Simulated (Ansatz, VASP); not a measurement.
**B9C5 in VASP and in Ansatz**

INCAR

```
SYSTEM = B9C5
ALGO = Normal ; EDIFF = 1E-6
EDIFFG = -0.04 ; ENCUT = 600
GGA = PE ; IBRION = 2
ISIF = 3 ; ISMEAR = 0
ISYM = 0 ; LASPH = .TRUE.
LCHARG = .FALSE. ; LREAL = .FALSE.
LWAVE = .FALSE. ; NELM = 80
NSW = 90 ; PREC = Accurate
SIGMA = 0.1
```

Contents of KPOINTS:

```
k-points
0
G
  3 3 3
  0 0 0
```

File POSCAR:

```
B9C5
1.0
    4.7317320000     -0.0454910000      0.0395370000
   -0.0454910000      4.9851620000     -0.0605250000
    0.0395370000     -0.0605250000      4.8261280000
C B
5 9
Direct
    0.8934843296      0.5043784907      0.3677981846
    0.7828618961      0.7693056920      0.4286884261
    0.9439992349      0.8960234777      0.6516734166
    0.2993986504      0.2822621402      0.1428469210
    0.0338677202      0.3903809341      0.6094967366
    0.8414406815      0.1764886235      0.7893673630
    0.4955986020      0.8130818073      0.2924176078
    0.9307286256      0.3229272436      0.1110782730
    0.3730733500      0.8303131783      0.9759562327
    0.3249962327      0.9075667426      0.6260326104
    0.4951795196      0.1353016685      0.9243131999
    0.2029039087      0.5937788789      0.1496456755
    0.2520726439      0.1888175148      0.4561251764
    0.1359995774      0.6469279703      0.7824368978
```

Input for Ansatz:

```yaml
crystal:
  lattice:
    - [4.731732, -0.045491, 0.039537]
    - [-0.045491, 4.985162, -0.060525]
    - [0.039537, -0.060525, 4.826128]
  atoms:
    - { symbol: C, position: [0.8934843296, 0.5043784907, 0.3677981846] }
    - { symbol: C, position: [0.7828618961, 0.769305692, 0.4286884261] }
    - { symbol: C, position: [0.9439992349, 0.8960234777, 0.6516734166] }
    - { symbol: C, position: [0.2993986504, 0.2822621402, 0.142846921] }
    - { symbol: C, position: [0.0338677202, 0.3903809341, 0.6094967366] }
    - { symbol: B, position: [0.8414406815, 0.1764886235, 0.789367363] }
    - { symbol: B, position: [0.495598602, 0.8130818073, 0.2924176078] }
    - { symbol: B, position: [0.9307286256, 0.3229272436, 0.111078273] }
    - { symbol: B, position: [0.37307335, 0.8303131783, 0.9759562327] }
    - { symbol: B, position: [0.3249962327, 0.9075667426, 0.6260326104] }
    - { symbol: B, position: [0.4951795196, 0.1353016685, 0.9243131999] }
    - { symbol: B, position: [0.2029039087, 0.5937788789, 0.1496456755] }
    - { symbol: B, position: [0.2520726439, 0.1888175148, 0.4561251764] }
    - { symbol: B, position: [0.1359995774, 0.6469279703, 0.7824368978] }
  symmetry: { detect: false }
basis:
  ecutwfc: 420
kpoints:
  mp_grid: { grid: [3, 3, 3], shift: [0.0, 0.0, 0.0] }
hamiltonian:
  xc: pbe
scf:
  occupations: { method: gaussian, width: 0.1 }
  lower_state_search: "off"
output:
  forces: true
  stress: true
  eigenvalues: true
relax:
  adjacent_minimum: "off"
  f_tol: 0.04
  max_steps: 70
  cell: { stress_tol: 0.3 }
```

Alike in both runs: task relaxation of cell and atoms; functional PBE; k mesh 3 × 3 × 3; occupations gaussian, width 0.1 eV; no spin polarisation.

```csv
,VASP,Ansatz
version,VASP 6.6.1,Ansatz 0.2.0
potentials or method,"VASP PAW PBE potentials, release 64 (C, B), cutoff 600 eV","scalar-relativistic, plane waves, PAW"
valence electrons in the cell,47,47
```

Ansatz gave:

* gap on the k mesh at the Fermi level, each at its own relaxed structure (eV): none
* relaxed volume (Å³/atom): 8.08
* relaxed cell length with the largest relative difference (Å): 4.442

Task: Estimate VASP's values.

Result: gap on the k mesh at the Fermi level, each at its own relaxed structure (eV): none; relaxed volume (Å³/atom): 8.08; relaxed cell length with the largest relative difference (Å): 4.440.

A gap of «none» marks a metal or a gap that the smearing closes.

The k mesh is coarse, so the values compare programs but aren't converged.
